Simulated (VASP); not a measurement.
# BP (F-43m) in VASP: single point with PBE

Aim: the single point of BP with PBE.

Program: VASP 6.6.1. These are calculated values, not measurements. Logs are shortened: lines on timing, memory, paths and dates and some standing lists are left out, and cuts for length are marked.

## Step 1: The cell of the first run

It takes space group F-43m (No. 216, cubic). Conventional cell: a = 4.532 Å, b = 4.532 Å, c = 4.532 Å, α = 90.00°, β = 90.00°, γ = 90.00°. Within 2.6 Å of B (site symmetry -43m) lie 4 P at 1.96 Å. Within 2.6 Å of P (site symmetry -43m) lie 4 B at 1.96 Å.

## Step 2: Single point, PBE

INCAR reads:

```
PREC = Accurate
ENCUT = 500
EDIFF = 1E-6
ISMEAR = 0
SIGMA = 0.1
LREAL = False
LASPH = True
NELM = 120
ALGO = Normal
ISIF = 2
LWAVE = False
LCHARG = False
GGA = PE
NBANDS = 11
GGA_COMPAT = False
```

KPOINTS reads:

```
regular mesh
0
Gamma
  6 6 6
```

POSCAR reads:

```
BP
1.0
    0.0000000000      2.2660722700      2.2660722700
    2.2660722700      0.0000000000      2.2660722700
    2.2660722700      2.2660722700      0.0000000000
B P
1 1
Direct
    0.0000000000      0.0000000000      0.0000000000
    0.2500000000      0.2500000000      0.2500000000
```

Potentials or basis: VASP PAW PBE potentials, release 64 (B, P).

The run is started by

```console
$ cat potpaw_PBE.64/B/POTCAR potpaw_PBE.64/P/POTCAR > POTCAR
$ mpirun -np 1 vasp_std > vasp.out
```

OUTCAR:

```text
PREC = Accurate
   ENCUT = 500
   EDIFF = 1E-6
   ISMEAR = 0
   LREAL = False
   LASPH = True
   NELM = 120
   ISIF = 2
   GGA = PE

 ion  position               nearest neighbor table
   1  0.000  0.000  0.000-   2 1.96   2 1.96   2 1.96   2 1.96
   2  0.250  0.250  0.250-   1 1.96   1 1.96   1 1.96   1 1.96

  LATTYP: Found a face centered cubic cell.
 ALAT       =     4.5321445400

  Lattice vectors:

 A1 = (   0.0000000000,   2.2660722700,   2.2660722700)
 A2 = (   2.2660722700,   0.0000000000,   2.2660722700)
 A3 = (   2.2660722700,   2.2660722700,   0.0000000000)

Analysis of symmetry for initial positions (statically):
=====================================================================
 Subroutine PRICEL returns:
 Original cell was already a primitive cell.

 Routine SETGRP: Setting up the symmetry group for a
 face centered cubic supercell.

 Subroutine GETGRP returns: Found 24 space group operations
 (whereof 24 operations were pure point group operations)
 out of a pool of 48 trial point group operations.

The static configuration has the point symmetry T_d .

Analysis of symmetry for dynamics (positions and initial velocities):
=====================================================================
 Subroutine PRICEL returns:
 Original cell was already a primitive cell.

 Routine SETGRP: Setting up the symmetry group for a
 face centered cubic supercell.

 Subroutine GETGRP returns: Found 24 space group operations
 (whereof 24 operations were pure point group operations)
 out of a pool of 48 trial point group operations.

The dynamic configuration has the point symmetry T_d .

 Subroutine INISYM returns: Found 24 space group operations
 (whereof 24 operations are pure point group operations),
 and found     1 'primitive' translations

----------------------------------------------------------------------------------------

                                     Primitive cell

  volume of cell :      23.2729

  direct lattice vectors                    reciprocal lattice vectors
     0.000000000  2.266072270  2.266072270    -0.220646096  0.220646096  0.220646096
     2.266072270  0.000000000  2.266072270     0.220646096 -0.220646096  0.220646096
     2.266072270  2.266072270  0.000000000     0.220646096  0.220646096 -0.220646096

  length of vectors
     3.204710138  3.204710138  3.204710138     0.382170249  0.382170249  0.382170249

  position of ions in fractional coordinates (direct lattice)
[... 76 lines left out ...]
   ISIF   =      2    stress and relaxation
   ISYM   =      2    0-nonsym 1-usesym 2-fastsym
   POTIM  = 0.5000    time-step for ionic-motion
   TEBEG  =    0.0;   TEEND  =   0.0 temperature during run
   PSTRESS=    0.0 pullay stress
   NELECT =       8.0000    total number of electrons
   NUPDOWN=      -1.0000    fix difference up-down
   EMIN   =  10.00;   EMAX   =-10.00  energy-range for DOS
   EFERMI =   0.00;   METHOD = LEGACY
   ISMEAR =     0;   SIGMA  =   0.10  broadening in eV -4-tet -1-fermi 0-gaus
   EFERMI_NEDOS =   21; number of points for ismear=-14 and -15
   IALGO  =     38    algorithm
   IMIX   =      4    mixing-type and parameters
     AMIX     =   0.40;   BMIX     =  1.00
     AMIX_MAG =   1.60;   BMIX_MAG =  1.00
  volume/ion in A,a.u.               =      11.64        78.53
  Fermi-wavevector in a.u.,A,eV,Ry     =   1.146800  2.167138 17.893710  1.315151
  Thomas-Fermi vector in A             =   2.283483
   LORBIT       =      0    0 simple, 1 ext, 2 COOP (PROOUT), +10 PAW based schemes
   GGA     = PE    functional components
   LHFCALC =     F    Hartree Fock is set to
   AEXX    =    0.0000 exact exchange contribution
   IVDW    =     0    specifies the selected vdW correction
   LEPSILON=     F    determine dielectric tensor
   LRPA    =     F    only Hartree local field effects (RPA)
 non-spin polarized calculation
 Gauss-broadening in eV      SIGMA  =   0.10
  energy-cutoff  :      500.00
  volume of cell :       23.27
 maximum number of plane-waves:       609
   NGX = 11   NGY = 11   NGZ = 11

 number of electron       8.0000000 magnetization

 Free energy of the ion-electron system (eV)
  ---------------------------------------------------
  ext. energy  EPLUGINS =         0.00000000
  ---------------------------------------------------
  free energy    TOTEN  =       -12.91222688 eV

  energy without entropy =      -12.91222688  energy(sigma->0) =      -12.91222688

 E-fermi :   7.9663     XC(G=0): -10.9210

 val. band max:        7.4850949576   @ k =   0.0000   0.0000   0.0000
 cond. band min:       8.8062899905   @ k =   0.5000   0.5000   0.0000
 fundamental gap:      1.3211950329
 Fermi energy:         7.9663145259

 k-point     1 :       0.0000    0.0000    0.0000
  band No.  band energies     occupation
      1      -8.0121      2.00000
      2       7.4851      2.00000
      3       7.4851      2.00000
      4       7.4851      2.00000
      5      10.8887      0.00000
      6      10.8887      0.00000
      7      10.8887      0.00000
      8      14.9186      0.00000
      9      19.0222      0.00000
     10      19.6208      0.00000
     11      19.6208      0.00000
[... 197 lines left out ...]
 k-point    16 :      -0.3333    0.5000    0.1667
  band No.  band energies     occupation
      1      -2.9351      2.00000
      2      -0.7574      2.00000
      3       2.1627      2.00000
      4       2.2859      2.00000
      5      11.3150      0.00000
      6      11.9396      0.00000
      7      16.6344      0.00000
      8      17.2925      0.00000
      9      20.4562      0.00000
     10      23.7154      0.00000
     11      24.0129      0.00000

------------------------ aborting loop because EDIFF is reached ----------------------------------------

  FORCE on cell =-STRESS in cart. coord.  units (eV):
  Direction    XX          YY          ZZ          XY          YZ          ZX
  --------------------------------------------------------------------------------------
  -------------------------------------------------------------------------------------
  Total        0.2434674      0.2434674      0.2434674      0.0000000     -0.0000000      0.0000000
  in kB       16.7610104     16.7610104     16.7610104      0.0000000     -0.0000000      0.0000000
  external PRESSURE =      16.7610104 kB  Pullay stress =       0.0000000 kB

 VOLUME and BASIS-vectors are now :
 -----------------------------------------------------------------------------
  energy-cutoff  :      500.00
  volume of cell :       23.27
      direct lattice vectors                 reciprocal lattice vectors
     0.000000000  2.266072270  2.266072270    -0.220646096  0.220646096  0.220646096
     2.266072270  0.000000000  2.266072270     0.220646096 -0.220646096  0.220646096
     2.266072270  2.266072270  0.000000000     0.220646096  0.220646096 -0.220646096

 POSITION                                       TOTAL-FORCE (eV/Angst)
 -----------------------------------------------------------------------------------
      0.00000      0.00000      0.00000        -0.000000      0.000000      0.000000
      1.13304      1.13304      1.13304         0.000000      0.000000     -0.000000
 -----------------------------------------------------------------------------------
    total drift:                                0.000000      0.000000      0.000000

  FREE ENERGIE OF THE ION-ELECTRON SYSTEM (eV)
  ---------------------------------------------------
  free  energy   TOTEN  =       -12.9122268768 eV

  energy  without entropy=      -12.9122268768  energy(sigma->0) =      -12.91222688
```

OSZICAR:

```text
N       E                     dE             d eps       ncg     rms          rms(c)
DAV:   1     0.755964539756E+01    0.75596E+01   -0.39454E+03   360   0.637E+02
DAV:   2    -0.130888906136E+02   -0.20649E+02   -0.19829E+02   465   0.104E+02
DAV:   3    -0.136311918406E+02   -0.54230E+00   -0.54045E+00   433   0.144E+01
DAV:   4    -0.136334619896E+02   -0.22701E-02   -0.22699E-02   405   0.111E+00
DAV:   5    -0.136334746304E+02   -0.12641E-04   -0.12641E-04   433   0.815E-02    0.725E+00
DAV:   6    -0.130127520691E+02    0.62072E+00   -0.14070E+00   400   0.514E+00    0.390E+00
DAV:   7    -0.129196451286E+02    0.93107E-01   -0.23698E-01   433   0.242E+00    0.134E+00
DAV:   8    -0.129116827156E+02    0.79624E-02   -0.27266E-02   414   0.943E-01    0.194E-01
DAV:   9    -0.129120111189E+02   -0.32840E-03   -0.72008E-04   400   0.181E-01    0.127E-01
DAV:  10    -0.129122144039E+02   -0.20329E-03   -0.24683E-04   407   0.992E-02    0.278E-02
DAV:  11    -0.129122258795E+02   -0.11476E-04   -0.13452E-05   426   0.234E-02    0.346E-02
DAV:  12    -0.129122268768E+02   -0.99731E-06   -0.49544E-06   388   0.109E-02
   1 F= -.12912227E+02 E0= -.12912227E+02  d E =-.687115E-13
```

stdout:

```text
POSCAR found type information on POSCAR B P
 POSCAR found :  2 types and       2 ions
 scaLAPACK will be used
 LDA part: xc-table for (Slater+PW92), standard interpolation
 POSCAR, INCAR and KPOINTS ok, starting setup
 FFT: planning ... GRIDC
 FFT: planning ... GRID_SOFT
 FFT: planning ... GRID
 WAVECAR not read
 entering main loop
```

Wall time 7.6 s (1 thread of Intel Xeon 8259CL, shared host); peak memory 0.13 GiB.

Results:

* Free energy: -12.9122 eV
* Pressure: 1.7 GPa
* Band gap on the k mesh: 1.32 eV, indirect (least direct gap 3.40 eV)

A k mesh can miss the band edges. A hybrid or GW would open this gap; PBE tends to underestimate it.
